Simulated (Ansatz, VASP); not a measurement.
# ZrB2: VASP beside Ansatz

```
CELL_PARAMETERS angstrom
3.17000 0.00000 0.00000
-1.58500 2.74530 0.00000
0.00000 0.00000 3.53300
ATOMIC_POSITIONS crystal
Zr 0.00000 0.00000 0.00000
B 0.66667 0.33333 0.50000
B 0.33333 0.66667 0.50000
```

Alike in both runs: functional r2SCAN; k mesh 10 × 10 × 8; occupations fermi-dirac, width 0.05 eV; non-collinear spin, spin-orbit coupling.

|  | VASP | Ansatz |
| --- | --- | --- |
| version | VASP 6.6.1 | Ansatz 0.2.0 |
| potentials or method | VASP PAW PBE potentials, release 64 (Zr_sv, B) | Ansatz PAW |
| plane-wave cutoff (eV) | 520 | 500 |
| valence electrons in the cell | 18 | 18 |
| task | single point | band structure |

VASP gave:

| Quantity | Value |
| --- | --- |
| pressure (GPa) | 0.9 |
| traceless stress, the component that is largest in VASP (GPa) | 1.66 |
| net moment per atom (μB) | 0.00 |

Q: Which values does Ansatz return?

A: Pressure (GPa): 0.8; traceless stress, the component that is largest in VASP (GPa): 1.64; net moment per atom (μB): 0.00.

VASP's potentials were made for PBE, not for r2SCAN.
